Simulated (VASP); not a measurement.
Crystal: KF.

```
CELL_PARAMETERS angstrom
3.34435 0.00000 0.00000
0.00000 3.34435 0.00000
0.00000 0.00000 3.34435
ATOMIC_POSITIONS crystal
K 0.00000 0.00000 0.00000
F 0.50000 0.50000 0.50000
```

```yaml
Program: VASP 6.6.1
Task: relaxation of cell and atoms
Functional: PBEsol
Potentials_or_basis: VASP PAW PBE potentials, release 64 (K_sv, F)
Cutoff: 600 eV
k_mesh: 6 × 6 × 6
Occupations: fermi-dirac, width 0.03 eV
Spin: no spin polarisation
```

At the start: pressure -4.2 GPa; volume 18.70 Å³/atom.

Q: Where does the relaxation end?

A: Over 4 steps the energy falls by 40.7 meV/atom and the volume is 16.00 Å³/atom (-14.4 %); space group Pm-3m (No. 221, to 0.05 Å).

Step by step:
| step | energy change (eV) | largest force (eV/Å) | pressure (GPa) | volume (Å³) |
| --- | --- | --- | --- | --- |
| 1 | 0.0000 | 0.0000 | -4.16 | 37.41 |
| 2 | -0.0559 | 0.0000 | -2.69 | 34.84 |
| 3 | -0.0809 | 0.0000 | -0.39 | 32.38 |
| 4 | -0.0813 | 0.0000 | 0.06 | 32.00 |

Final structure:
```
CELL_PARAMETERS angstrom
3.17489 0.00000 0.00000
0.00000 3.17489 0.00000
0.00000 0.00000 3.17489
ATOMIC_POSITIONS crystal
K 0.00000 0.00000 0.00000
F 0.50000 0.50000 0.50000
```

Caveat: the PAW data sets were made with another functional, which shifts forces and pressure a little.
